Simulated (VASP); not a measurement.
# Si5Br2 (Pmmm) in VASP: notebook

Runs on Si5Br2. Level: PBE. Tasks: single point.

Program: VASP 6.6.1. These are calculated values, not measurements. Logs are shortened: lines on timing, memory, paths and dates and some standing lists are left out, and cuts for length are marked.

## (1) The cell of the first run

Symmetry: Pmmm, No. 47, orthorhombic system. The conventional cell has a = 4.501 Å, b = 4.770 Å, c = 7.610 Å, α = 90.00°, β = 90.00°, γ = 90.00°. Si (site symmetry mm2) has 3 Br at 2.43 to 2.64 Å and 1 Si at 2.75 Å within 3.2 Å. Within 3.2 Å of Si (site symmetry mmm) lie 2 Br at 2.39 Å. Si (site symmetry mmm) has 2 Br at 2.25 Å within 3.0 Å. Within 3.2 Å of Si (site symmetry mmm) lie 2 Br at 2.39 Å. Within 3.2 Å of Br (site symmetry mmm) lie 6 Si at 2.39 to 2.64 Å. Br (site symmetry mmm) has 6 Si at 2.25 to 2.43 Å within 3.0 Å.

## (2) Single point, PBE

Contents of INCAR:

```
SYSTEM = Si5Br2
ALGO = Normal
EDIFF = 1E-7
ENCUT = 520
GGA = PE
ISIF = 2
ISMEAR = 0
LASPH = .True.
LCHARG = .False.
LREAL = .False.
LWAVE = .False.
NBANDS = 26
NELM = 60
PREC = Accurate
SIGMA = 0.1
```

Contents of KPOINTS:

```
k-points
0
Gamma
  4 4 2
  0 0 0
```

Contents of POSCAR:

```
Si5Br2
1.0
    4.5009895000      0.0000000000      0.0000000000
    0.0000000000      4.7702899700      0.0000000000
    0.0000000000      0.0000000000      7.6101853200
Si Br
5 2
Direct
    0.0000000000      0.0000000000      0.3190000100
    0.0000000000      0.0000000000      0.6809999900
    0.5000000000      0.5000000000      0.5000000000
    0.5000000000      0.0000000000      0.0000000000
    0.0000000000      0.5000000000      0.0000000000
    0.5000000000      0.0000000000      0.5000000000
    0.0000000000      0.0000000000      0.0000000000
```

Potentials or basis: VASP PAW PBE potentials, release 64 (Si, Br).

Started as:

```bash
cat potpaw_PBE.64/Si/POTCAR potpaw_PBE.64/Br/POTCAR > POTCAR
mpirun -np 1 vasp_std > vasp.out
```

OUTCAR:

```text
SYSTEM = Si5Br2
   EDIFF = 1E-7
   ENCUT = 520
   GGA = PE
   ISIF = 2
   ISMEAR = 0
   LASPH = .True.
   LREAL = .False.
   NELM = 60
   PREC = Accurate

 ion  position               nearest neighbor table
   1  0.000  0.000  0.319-   7 2.43   6 2.64   6 2.64   2 2.75
   2  0.000  0.000  0.681-   7 2.43   6 2.64   6 2.64   1 2.75
   3  0.500  0.500  0.500-   6 2.39   6 2.39
   4  0.500  0.000  0.000-   7 2.25   7 2.25
   5  0.000  0.500  0.000-   7 2.39   7 2.39
   6  0.500  0.000  0.500-   3 2.39   3 2.39   1 2.64   2 2.64   1 2.64   2 2.64
   7  0.000  0.000  0.000-   4 2.25   4 2.25   5 2.39   5 2.39   1 2.43   2 2.43

  LATTYP: Found a simple orthorhombic cell.
 ALAT       =     4.5009895000
 B/A-ratio  =     1.0598313926
 C/A-ratio  =     1.6907805095

  Lattice vectors:

 A1 = (   4.5009895000,   0.0000000000,   0.0000000000)
 A2 = (   0.0000000000,   4.7702899700,   0.0000000000)
 A3 = (   0.0000000000,   0.0000000000,   7.6101853200)

Analysis of symmetry for initial positions (statically):
=====================================================================
 Subroutine PRICEL returns:
 Original cell was already a primitive cell.

 Routine SETGRP: Setting up the symmetry group for a
 simple orthorhombic supercell.

 Subroutine GETGRP returns: Found  8 space group operations
 (whereof  8 operations were pure point group operations)
 out of a pool of  8 trial point group operations.

The static configuration has the point symmetry D_2h.

Analysis of symmetry for dynamics (positions and initial velocities):
=====================================================================
 Subroutine PRICEL returns:
 Original cell was already a primitive cell.

 Routine SETGRP: Setting up the symmetry group for a
 simple orthorhombic supercell.

 Subroutine GETGRP returns: Found  8 space group operations
 (whereof  8 operations were pure point group operations)
 out of a pool of  8 trial point group operations.

The dynamic configuration has the point symmetry D_2h.

 Subroutine INISYM returns: Found  8 space group operations
 (whereof  8 operations are pure point group operations),
 and found     1 'primitive' translations

----------------------------------------------------------------------------------------

                                     Primitive cell

  volume of cell :     163.3985

[... 94 lines left out ...]
   NSW    =      0    number of steps for IOM
   IBRION =     -1    ionic relax: 0-MD 1-quasi-New 2-CG
   NFREE  =      0    steps in history (QN), initial steepest desc. (CG)
   ISIF   =      2    stress and relaxation
   ISYM   =      2    0-nonsym 1-usesym 2-fastsym
   POTIM  = 0.5000    time-step for ionic-motion
   TEBEG  =    0.0;   TEEND  =   0.0 temperature during run
   PSTRESS=    0.0 pullay stress
   NELECT =      34.0000    total number of electrons
   NUPDOWN=      -1.0000    fix difference up-down
   EMIN   =  10.00;   EMAX   =-10.00  energy-range for DOS
   EFERMI =   0.00;   METHOD = LEGACY
   ISMEAR =     0;   SIGMA  =   0.10  broadening in eV -4-tet -1-fermi 0-gaus
   EFERMI_NEDOS =   21; number of points for ismear=-14 and -15
   IALGO  =     38    algorithm
   IMIX   =      4    mixing-type and parameters
     AMIX     =   0.40;   BMIX     =  1.00
     AMIX_MAG =   1.60;   BMIX_MAG =  1.00
  volume/ion in A,a.u.               =      23.34       157.52
  Fermi-wavevector in a.u.,A,eV,Ry     =   0.970104  1.833231 12.804477  0.941103
  Thomas-Fermi vector in A             =   2.100212
   LORBIT       =      0    0 simple, 1 ext, 2 COOP (PROOUT), +10 PAW based schemes
   GGA     = PE    functional components
   LHFCALC =     F    Hartree Fock is set to
   AEXX    =    0.0000 exact exchange contribution
   IVDW    =     0    specifies the selected vdW correction
   LEPSILON=     F    determine dielectric tensor
   LRPA    =     F    only Hartree local field effects (RPA)
 non-spin polarized calculation
 Gauss-broadening in eV      SIGMA  =   0.10
  energy-cutoff  :      520.00
  volume of cell :      163.40
 maximum number of plane-waves:      4440
 NGX is ok and might be reduce to    36
   NGX = 17   NGY = 17   NGZ = 29

 number of electron      33.9999997 magnetization

 Free energy of the ion-electron system (eV)
  ---------------------------------------------------
  ext. energy  EPLUGINS =         0.00000000
  ---------------------------------------------------
  free energy    TOTEN  =       -16.78560835 eV

  energy without entropy =      -16.74708419  energy(sigma->0) =      -16.76634627

 E-fermi :   4.9531     XC(G=0):  -9.1767

 val. band max:        4.9474547271   @ k =   0.0000   0.2500   0.0000
 cond. band min:       4.9548942075   @ k =   0.2500   0.0000   0.5000
 fundamental gap:      0.0074394804
 Fermi energy:         4.9531002411

 k-point     1 :       0.0000    0.0000    0.0000
  band No.  band energies     occupation
      1     -14.5885      2.00000
      2     -13.0603      2.00000
      3      -4.8853      2.00000
      4      -4.0047      2.00000
      5      -3.7638      2.00000
      6      -2.7639      2.00000
[... 511 lines left out ...]
     25       8.2746      0.00000
     26       8.5005      0.00000

------------------------ aborting loop because EDIFF is reached ----------------------------------------

  FORCE on cell =-STRESS in cart. coord.  units (eV):
  Direction    XX          YY          ZZ          XY          YZ          ZX
  --------------------------------------------------------------------------------------
  -------------------------------------------------------------------------------------
  Total       17.7108295     15.3444195      7.0539001      0.0000000      0.0000000      0.0000000
  in kB      173.6606703    150.4572199     69.1658753      0.0000000      0.0000000      0.0000000
  external PRESSURE =     131.0945885 kB  Pullay stress =       0.0000000 kB

 VOLUME and BASIS-vectors are now :
 -----------------------------------------------------------------------------
  energy-cutoff  :      520.00
  volume of cell :      163.40
      direct lattice vectors                 reciprocal lattice vectors
     4.500989500  0.000000000  0.000000000     0.222173369  0.000000000  0.000000000
     0.000000000  4.770289970  0.000000000     0.000000000  0.209630862  0.000000000
     0.000000000  0.000000000  7.610185320     0.000000000  0.000000000  0.131402845

 POSITION                                       TOTAL-FORCE (eV/Angst)
 -----------------------------------------------------------------------------------
      0.00000      0.00000      2.42765         0.000000      0.000000      1.191915
      0.00000      0.00000      5.18254        -0.000000      0.000000     -1.191915
      2.25049      2.38514      3.80509        -0.000000      0.000000      0.000000
      2.25049      0.00000      0.00000        -0.000000      0.000000      0.000000
      0.00000      2.38514      0.00000        -0.000000      0.000000      0.000000
      2.25049      0.00000      3.80509        -0.000000      0.000000      0.000000
      0.00000      0.00000      0.00000        -0.000000      0.000000      0.000000
 -----------------------------------------------------------------------------------
    total drift:                                0.000000     -0.000000      0.000000

  FREE ENERGIE OF THE ION-ELECTRON SYSTEM (eV)
  ---------------------------------------------------
  free  energy   TOTEN  =       -16.7856083519 eV

  energy  without entropy=      -16.7470841860  energy(sigma->0) =      -16.76634627
```

OSZICAR:

```text
N       E                     dE             d eps       ncg     rms          rms(c)
DAV:   1     0.133624417625E+03    0.13362E+03   -0.13353E+04   936   0.109E+03
DAV:   2    -0.511308632138E+01   -0.13874E+03   -0.13069E+03  1204   0.171E+02
DAV:   3    -0.167056768111E+02   -0.11593E+02   -0.11167E+02  1192   0.465E+01
DAV:   4    -0.169632460637E+02   -0.25757E+00   -0.25601E+00  1116   0.786E+00
DAV:   5    -0.169688326049E+02   -0.55865E-02   -0.55837E-02  1206   0.113E+00    0.252E+01
DAV:   6    -0.168045614720E+02    0.16427E+00   -0.33549E-01  1056   0.223E+00    0.154E+01
DAV:   7    -0.168417032896E+02   -0.37142E-01   -0.29503E-01  1078   0.216E+00    0.197E+00
DAV:   8    -0.167905837994E+02    0.51119E-01   -0.12393E-01  1074   0.138E+00    0.105E+00
DAV:   9    -0.167858900424E+02    0.46938E-02   -0.15537E-02  1036   0.513E-01    0.296E-01
DAV:  10    -0.167856188251E+02    0.27122E-03   -0.42369E-03  1054   0.260E-01    0.110E-01
DAV:  11    -0.167856010997E+02    0.17725E-04   -0.31952E-04  1090   0.842E-02    0.545E-02
DAV:  12    -0.167856013605E+02   -0.26080E-06   -0.39169E-05  1072   0.257E-02    0.362E-02
DAV:  13    -0.167856077316E+02   -0.63711E-05   -0.58007E-06  1062   0.121E-02    0.630E-03
DAV:  14    -0.167856082804E+02   -0.54876E-06   -0.79497E-07  1134   0.396E-03    0.506E-03
DAV:  15    -0.167856083519E+02   -0.71506E-07   -0.23319E-07   894   0.214E-03
   1 F= -.16785608E+02 E0= -.16766346E+02  d E =-.385242E-01
```

It took 29 s on 1 thread of Intel Xeon 6975P-C (Granite Rapids), shared host; peak memory 0.28 GiB.

What came out:

```
Free energy            : -16.7856 eV
Pressure               : 13.1 GPa
Largest force          : 1.192 eV/Å
Band gap on the k mesh : zero (band 17 reaches 5.76 eV, above the bottom of band 18 at 4.40 eV)
```

Forces on the atoms (eV/Å):
```
Si   0.000  0.000  1.192
Si   0.000  0.000 -1.192
Si   0.000  0.000  0.000
Si   0.000  0.000  0.000
Si   0.000  0.000  0.000
Br   0.000  0.000  0.000
Br   0.000  0.000  0.000
```

Caveat: the k points lie up to 0.41 Å⁻¹ apart; forces of over 1 eV/Å act on the atoms, so gaps and moduli don't describe the material at rest.

## (3) Single point, PBE

This run uses another cell than the first one, of 30.94 Å³/atom, 1.325 times its volume.

Contents of INCAR:

```
SYSTEM = Si5Br2
PREC = Accurate
ENCUT = 520
EDIFF = 1E-6
ISMEAR = 0
SIGMA = 0.1
LREAL = .FALSE.
LASPH = .TRUE.
NELM = 100
ALGO = Normal
ISIF = 2
LWAVE = .FALSE.
LCHARG = .FALSE.
GGA = PE
NBANDS = 26
```

Contents of KPOINTS:

```
Automatic mesh
0
G
  4 4 2
  0 0 0
```

Contents of POSCAR:

```
Si5Br2
1.0
    5.2868198584      0.0000000000      0.0000000000
    0.0000000000      5.2510911922      0.0000000000
    0.0000000000      0.0000000000      7.8013749386
Si Br
5 2
Direct
    0.0000000000      0.0000000000      0.3536316057
    0.0000000000      0.0000000000      0.6463683943
    0.5000000000      0.5000000000      0.5000000000
    0.5000000000      0.0000000000      0.0000000000
    0.0000000000      0.5000000000      0.0000000000
    0.5000000000      0.0000000000      0.5000000000
    0.0000000000      0.0000000000      0.0000000000
```

Potentials or basis: VASP PAW PBE potentials, release 64 (Si, Br).

Started as:

```bash
cat potpaw_PBE.64/Si/POTCAR potpaw_PBE.64/Br/POTCAR > POTCAR
mpirun -np 1 vasp_std > vasp.out
```

Run time: 42 s. Hardware: 1 thread of Intel Xeon 6975P-C (Granite Rapids), shared host; peak memory 0.32 GiB.

It converged, with:

```
Free energy            : -19.3567 eV
Pressure               : 0.1 GPa
Largest force          : 0.005 eV/Å
Band gap on the k mesh : zero (band 17 reaches 3.36 eV, above the bottom of band 18 at 2.36 eV)
```

Forces on the atoms (eV/Å):
```
Si   0.000  0.000 -0.005
Si   0.000  0.000  0.005
Si   0.000  0.000  0.000
Si   0.000  0.000  0.000
Si   0.000  0.000  0.000
Br   0.000  0.000  0.000
Br   0.000  0.000  0.000
```

Stress tensor (GPa, compression positive):
```
0.18 0.00 0.00
0.00 0.20 0.00
0.00 0.00 0.04
```

Levels at points of the mesh, in eV from the Fermi level:
```csv
k point,band 13,band 14,band 15,band 16,band 17,band 18,band 19,band 20,band 21,band 22
"(0.00, 0.00, 0.00)",-1.99,-1.35,-0.28,-0.26,0.25,0.46,0.69,0.82,0.91,0.97
"(0.50, 0.00, 0.00)",-2.49,-1.10,-0.97,-0.52,-0.39,-0.29,0.00,0.05,0.32,0.43
"(0.00, 0.50, 0.00)",-1.93,-1.79,-1.31,-0.89,-0.60,-0.03,0.02,0.30,0.40,0.43
"(0.50, 0.50, 0.00)",-2.26,-2.23,-1.93,-1.17,-1.02,-0.47,-0.46,-0.22,0.36,0.43
"(0.00, 0.00, 0.50)",-3.25,-0.49,-0.09,0.48,0.53,0.55,0.58,0.68,1.01,1.35
"(0.50, 0.00, 0.50)",-2.44,-1.53,-1.15,-0.48,-0.33,-0.28,0.28,0.44,0.98,1.01
"(0.00, 0.50, 0.50)",-2.14,-1.67,-0.98,-0.33,-0.32,0.08,0.31,0.34,0.56,0.59
"(0.50, 0.50, 0.50)",-2.33,-2.31,-2.03,-1.44,-0.02,-0.02,0.33,0.42,0.51,0.60
```

Caveat: the k points lie up to 0.40 Å⁻¹ apart.
